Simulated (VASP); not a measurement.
# MgB2 (P6/mmm) in VASP: a series of runs

The runs below take MgB2 through single point, with PBE, r2SCAN.

Everything below comes from runs of VASP 6.6.1. Logs are shortened: lines on timing, memory, paths and dates and some standing lists are left out, and cuts for length are marked.

## 1. The cell of the first run

It takes space group P6/mmm (No. 191, hexagonal). The conventional cell has a = 3.077 Å, b = 3.077 Å, c = 3.516 Å, α = 90.00°, β = 90.00°, γ = 120.00°. Within 3.3 Å of Mg (site symmetry 6/mmm) lie 12 B at 2.50 Å and 6 Mg at 3.08 Å. B (site symmetry -6m2) has 3 B at 1.78 Å within 2.4 Å.

## 2. Single point, PBE

Input file INCAR:

```
ALGO = Normal
EDIFF = 1E-7
ENCUT = 520
GGA = PE
ISIF = 2
ISMEAR = -1
LASPH = T
LCHARG = F
LREAL = F
LWAVE = F
NBANDS = 11
NELM = 80
PREC = Accurate
SIGMA = 0.02
```

Input file KPOINTS:

```
k-points
0
Gamma
  12 12 6
```

Input file POSCAR:

```
MgB2
1.0
    3.0774890269      0.0000000000      0.0000000000
   -1.5387445134      2.6651836771      0.0000000000
    0.0000000000      0.0000000000      3.5160907685
Mg B
1 2
Direct
    0.0000000000      0.0000000000      0.0000000000
    0.3333333333      0.6666666667      0.5000000000
    0.6666666667      0.3333333333      0.5000000000
```

Potentials or basis: VASP PAW PBE potentials, release 64 (Mg, B).

Started as:

```
$ cat potpaw_PBE.64/Mg/POTCAR potpaw_PBE.64/B/POTCAR > POTCAR
$ mpirun -np 1 vasp_std > vasp.out
```

OUTCAR:

```text
EDIFF = 1E-7
   ENCUT = 520
   GGA = PE
   ISIF = 2
   ISMEAR = -1
   LASPH = T
   LREAL = F
   NELM = 80
   PREC = Accurate

 ion  position               nearest neighbor table
   1  0.000  0.000  0.000-   2 2.50   3 2.50   2 2.50   3 2.50   2 2.50   2 2.50   3 2.50   3 2.50
                             3 2.50   3 2.50   2 2.50   2 2.50
   2  0.333  0.667  0.500-   3 1.78   3 1.78   3 1.78   1 2.50   1 2.50   1 2.50   1 2.50   1 2.50
                             1 2.50
   3  0.667  0.333  0.500-   2 1.78   2 1.78   2 1.78   1 2.50   1 2.50   1 2.50   1 2.50   1 2.50
                             1 2.50

  LATTYP: Found a hexagonal cell.
 ALAT       =     3.0774890269
 C/A-ratio  =     1.1425193519

  Lattice vectors:

 A1 = (   3.0774890269,   0.0000000000,   0.0000000000)
 A2 = (  -1.5387445134,   2.6651836771,   0.0000000000)
 A3 = (   0.0000000000,   0.0000000000,   3.5160907685)

Analysis of symmetry for initial positions (statically):
=====================================================================
 Subroutine PRICEL returns:
 Original cell was already a primitive cell.

 Routine SETGRP: Setting up the symmetry group for a
 hexagonal supercell.

 Subroutine GETGRP returns: Found 24 space group operations
 (whereof 24 operations were pure point group operations)
 out of a pool of 24 trial point group operations.

The static configuration has the point symmetry D_6h.

Analysis of symmetry for dynamics (positions and initial velocities):
=====================================================================
 Subroutine PRICEL returns:
 Original cell was already a primitive cell.

 Routine SETGRP: Setting up the symmetry group for a
 hexagonal supercell.

 Subroutine GETGRP returns: Found 24 space group operations
 (whereof 24 operations were pure point group operations)
 out of a pool of 24 trial point group operations.

The dynamic configuration has the point symmetry D_6h.

 Subroutine INISYM returns: Found 24 space group operations
 (whereof 24 operations are pure point group operations),
 and found     1 'primitive' translations

----------------------------------------------------------------------------------------

                                     Primitive cell

  volume of cell :      28.8392

  direct lattice vectors                    reciprocal lattice vectors
     3.077489027  0.000000000  0.000000000     0.324940233  0.187604331  0.000000000
    -1.538744513  2.665183677  0.000000000     0.000000000  0.375208661  0.000000000
     0.000000000  0.000000000  3.516090768     0.000000000  0.000000000  0.284406765

  length of vectors
     3.077489027  3.077489027  3.516090768     0.375208661  0.375208661  0.284406765

  position of ions in fractional coordinates (direct lattice)
     0.000000000  0.000000000  0.000000000
     0.333333333  0.666666667  0.500000000
     0.666666667  0.333333333  0.500000000

  ion indices of the primitive-cell ions
   primitive index   ion index
                 1           1
                 2           2
                 3           3

----------------------------------------------------------------------------------------

 KPOINTS: k-points

Automatic generation of k-mesh.
 Grid dimensions read from file:
 generate k-points for:   12   12    6

 Generating k-lattice:

  Cartesian coordinates                     Fractional coordinates (reciprocal lattice)
     0.027078353  0.015633694  0.000000000     0.083333333  0.000000000  0.000000000
     0.000000000  0.031267388  0.000000000     0.000000000  0.083333333  0.000000000
     0.000000000  0.000000000  0.047401127     0.000000000  0.000000000  0.166666667

  Length of vectors
     0.031267388  0.031267388  0.047401127

  Shift w.r.t. Gamma in fractional coordinates (k-lattice)
     0.000000000  0.000000000  0.000000000

 Subroutine IBZKPT returns following result:
 ===========================================

 Found     76 irreducible k-points:

 Following reciprocal coordinates:
            Coordinates               Weight
  0.000000  0.000000  0.000000      1.000000
  0.083333 -0.000000  0.000000      6.000000
  0.166667 -0.000000  0.000000      6.000000
  0.250000 -0.000000  0.000000      6.000000
  0.333333 -0.000000  0.000000      6.000000
  0.416667  0.000000  0.000000      6.000000
[... 16 lines left out ...]
  0.250000 -0.000000  0.166667     12.000000
  0.333333 -0.000000  0.166667     12.000000
 [... further k-points ...]
   k-points           NKPTS =     76   k-points in BZ     NKDIM =     76   number of bands    NBANDS=     11
   number of dos      NEDOS =    301   number of ions     NIONS =      3
   total plane-waves  NPLWV =  16128
   dimension x,y,z NGX =    24 NGY =   24 NGZ =   28
   dimension x,y,z NGXF=    48 NGYF=   48 NGZF=   56
   ions per type =               1   2
   NGX,Y,Z   is equivalent  to a cutoff of  12.96, 12.96, 13.24 a.u.
   NGXF,Y,Z  is equivalent  to a cutoff of  25.93, 25.93, 26.48 a.u.
 SYSTEM =  unknown system
   PREC   = accura    normal or accurate (medium, high low for compatibility)
   ISTART =      0    job   : 0-new  1-cont  2-samecut
   ICHARG =      2    charge: 1-file 2-atom 10-const
   ISPIN  =      1    spin polarized calculation?
   LNONCOLLINEAR =      F non collinear calculations
   LSORBIT =      F    spin-orbit coupling
   LASPH  =      T    aspherical Exc in radial PAW
   ENCUT  =  520.0 eV  38.22 Ry    6.18 a.u.   5.72  5.72  6.54*2*pi/ulx,y,z
   NELM   =     80;   NELMIN=  2; NELMDL= -5     # of ELM steps
   EDIFF  = 0.1E-06   stopping-criterion for ELM
   LREAL  =      F    real-space projection
   EDIFFG = 0.1E-05   stopping-criterion for IOM
   NSW    =      0    number of steps for IOM
   IBRION =     -1    ionic relax: 0-MD 1-quasi-New 2-CG
   NFREE  =      0    steps in history (QN), initial steepest desc. (CG)
   ISIF   =      2    stress and relaxation
   ISYM   =      2    0-nonsym 1-usesym 2-fastsym
   POTIM  = 0.5000    time-step for ionic-motion
   TEBEG  =    0.0;   TEEND  =   0.0 temperature during run
   PSTRESS=    0.0 pullay stress
   NELECT =       8.0000    total number of electrons
   NUPDOWN=      -1.0000    fix difference up-down
   EMIN   =  10.00;   EMAX   =-10.00  energy-range for DOS
   EFERMI =   0.00;   METHOD = LEGACY
   ISMEAR =    -1;   SIGMA  =   0.02  broadening in eV -4-tet -1-fermi 0-gaus
   EFERMI_NEDOS =   21; number of points for ismear=-14 and -15
   IALGO  =     38    algorithm
   IMIX   =      4    mixing-type and parameters
     AMIX     =   0.40;   BMIX     =  1.00
     AMIX_MAG =   1.60;   BMIX_MAG =  1.00
  volume/ion in A,a.u.               =       9.61        64.87
  Fermi-wavevector in a.u.,A,eV,Ry     =   1.067686  2.017634 15.510010  1.139954
  Thomas-Fermi vector in A             =   2.203310
   LORBIT       =      0    0 simple, 1 ext, 2 COOP (PROOUT), +10 PAW based schemes
   GGA     = PE    functional components
   LHFCALC =     F    Hartree Fock is set to
   AEXX    =    0.0000 exact exchange contribution
   IVDW    =     0    specifies the selected vdW correction
   LEPSILON=     F    determine dielectric tensor
   LRPA    =     F    only Hartree local field effects (RPA)
 non-spin polarized calculation
  energy-cutoff  :      520.00
  volume of cell :       28.84
 maximum number of plane-waves:       792
 NGX is ok and might be reduce to    24
   NGX = 11   NGY = 11   NGZ = 13

 number of electron       8.0000000 magnetization

 Free energy of the ion-electron system (eV)
  ---------------------------------------------------
  ext. energy  EPLUGINS =         0.00000000
  ---------------------------------------------------
  free energy    TOTEN  =       -15.32903988 eV

  energy without entropy =      -15.32870603  energy(sigma->0) =      -15.32887295

 E-fermi :   5.2016     XC(G=0): -10.9400

 val. band max:        5.1463663772   @ k =   0.0833  -0.0000   0.1667
 cond. band min:       5.2328341997   @ k =   0.2500   0.2500   0.5000
 fundamental gap:      0.0864678224
 Fermi energy:         5.2015999485

 k-point     1 :       0.0000    0.0000    0.0000
  band No.  band energies     occupation
      1      -7.1552      2.00000
      2       2.3511      2.00000
      3       5.6588      0.00000
      4       5.6588      0.00000
      5       6.9770      0.00000
      6      11.6309      0.00000
      7      11.6309      0.00000
      8      13.4569      0.00000
      9      15.2898      0.00000
     10      18.0367      0.00000
     11      21.5208      0.00000

 k-point     2 :       0.0833   -0.0000    0.0000
  band No.  band energies     occupation
      1      -7.0343      2.00000
      2       2.4692      2.00000
      3       5.0461      1.99916
      4       5.3737      0.00037
      5       7.0849      0.00000
      6      11.5466      0.00000
      7      12.1609      0.00000
      8      13.7248      0.00000
      9      14.8584      0.00000
     10      18.6398      0.00000
     11      20.9413      0.00000

 k-point     3 :       0.1667   -0.0000    0.0000
  band No.  band energies     occupation
      1      -6.6727      2.00000
      2       2.8210      2.00000
      3       3.6136      2.00000
      4       4.7460      2.00000
      5       7.4170      0.00000
      6      11.1598      0.00000
      7      13.5120      0.00000
      8      13.7073      0.00000
      9      14.3720      0.00000
     10      19.9400      0.00000
     11      20.1565      0.00000
[... 267 lines left out ...]
 k-point    23 :       0.2500   -0.0000    0.1667
  band No.  band energies     occupation
      1      -5.8530      2.00000
      2       1.8916      2.00000
      3       2.1047      2.00000
      4       4.1646      2.00000
      5       9.6624      0.00000
      6      10.7118      0.00000
      7      11.3189      0.00000
      8      15.4162      0.00000
      9      15.7942      0.00000
     10      17.7245      0.00000
     11      17.9752      0.00000

 k-point    24 :       0.3333   -0.0000    0.1667
  band No.  band energies     occupation
      1      -5.0366      2.00000
      2       0.3466      2.00000
      3       2.7669      2.00000
      4       3.6334      2.00000
      5       8.8403      0.00000
      6      10.1716      0.00000
      7      11.2979      0.00000
      8      15.4383      0.00000
      9      16.9160      0.00000
     10      17.6579      0.00000
     11      17.7399      0.00000

 [... further k-points ...]
[... 5 lines left out ...]
  --------------------------------------------------------------------------------------
  -------------------------------------------------------------------------------------
  Total       -0.0278832     -0.0278832     -0.0774101     -0.0000000      0.0000000     -0.0000000
  in kB       -1.5490655     -1.5490655     -4.3005548     -0.0000000      0.0000000     -0.0000000
  external PRESSURE =      -2.4662286 kB  Pullay stress =       0.0000000 kB

 VOLUME and BASIS-vectors are now :
 -----------------------------------------------------------------------------
  energy-cutoff  :      520.00
  volume of cell :       28.84
      direct lattice vectors                 reciprocal lattice vectors
     3.077489027  0.000000000  0.000000000     0.324940233  0.187604331  0.000000000
    -1.538744513  2.665183677  0.000000000     0.000000000  0.375208661  0.000000000
     0.000000000  0.000000000  3.516090768     0.000000000  0.000000000  0.284406765

 POSITION                                       TOTAL-FORCE (eV/Angst)
 -----------------------------------------------------------------------------------
      0.00000      0.00000      0.00000        -0.000000      0.000000      0.000000
     -0.00000      1.77679      1.75805        -0.000000      0.000000      0.000000
      1.53874      0.88839      1.75805         0.000000     -0.000000      0.000000
 -----------------------------------------------------------------------------------
    total drift:                                0.000000     -0.000000      0.000000

  FREE ENERGIE OF THE ION-ELECTRON SYSTEM (eV)
  ---------------------------------------------------
  free  energy   TOTEN  =       -15.3290398761 eV

  energy  without entropy=      -15.3287060314  energy(sigma->0) =      -15.32887295
```

Wall time 8 s (1 thread of Intel Xeon 6975P-C (Granite Rapids), shared host); peak memory 0.16 GiB.

Results:

```yaml
Free_energy: -15.3290 eV
Pressure: -0.2 GPa
Band_gap_on_the_k_mesh: zero (band 4 reaches 7.10 eV, above the bottom of band 5 at 3.29 eV)
```

Stress tensor (GPa, compression positive):
```
-0.15  0.00  0.00
 0.00 -0.15  0.00
 0.00  0.00 -0.43
```

(Part 1 of 2 ends here.)
